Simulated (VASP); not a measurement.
Runs of VASP 6.6.1 on In. The structure is that of space group P6_3/mmc (No. 194), or close to it. The cells are those of the table. This isn't the form of In at room conditions, which is tetragonal.

| task | cell | cutoff (eV) | gap on the mesh (eV) | pressure (GPa) |
| --- | --- | --- | --- | --- |
| single point | a = 3.215, b = 3.215, c = 5.335 Å, angles 90.0, 90.0, 120.0°, 2 atoms | 520 | none | 4.8 |
| relaxation of shape and atoms at fixed volume | relaxed from a = 3.226, b = 3.226, c = 5.299 Å, angles 90.0, 90.0, 120.0°, 2 atoms | 600 | none | 4.9 |
| single point | a = 3.396, b = 3.396, c = 5.569 Å, angles 90.0, 90.0, 120.0°, 2 atoms | 520 | none | (b) |
| single point | a = 3.295, b = 3.295, c = 5.413 Å, angles 90.0, 90.0, 120.0°, 2 atoms | 520 | none | 1.3 |
| single point | a = 3.179, b = 3.179, c = 5.276 Å, angles 90.0, 90.0, 120.0°, 2 atoms | 520 | none | 7.3 |
| single point | a = 3.261, b = 3.261, c = 5.357 Å, angles 90.0, 90.0, 120.0°, 2 atoms | 520 | none | 2.9 |
| single point | a = 3.438, b = 3.438, c = 5.638 Å, angles 90.0, 90.0, 120.0°, 2 atoms | 520 | none | (a) |
| relaxation of shape and atoms at fixed volume | relaxed from a = 3.179, b = 3.179, c = 5.276 Å, angles 90.0, 90.0, 120.0°, 2 atoms | 600 | none | 7.2 |

Alike in all rows: level PBE+D3(BJ); potentials or basis VASP PAW PBE potentials, release 64 (In_d); no spin polarisation; k mesh 15 × 15 × 8; smearing gaussian 0.1 eV.

**Question.** Estimate the missing entries.

**Answer.** (a) -3.0; (b) -2.1.

Caveats: spin-orbit coupling is left out, which moves the levels of the heavy elements; the cell stands under pressure (at least some runs); the cell stands under tension (at least some runs).

A k mesh can miss the band edges, and the runs leave out spin-orbit coupling on In.

A gap of «none» marks levels without a gap at the run's occupations.
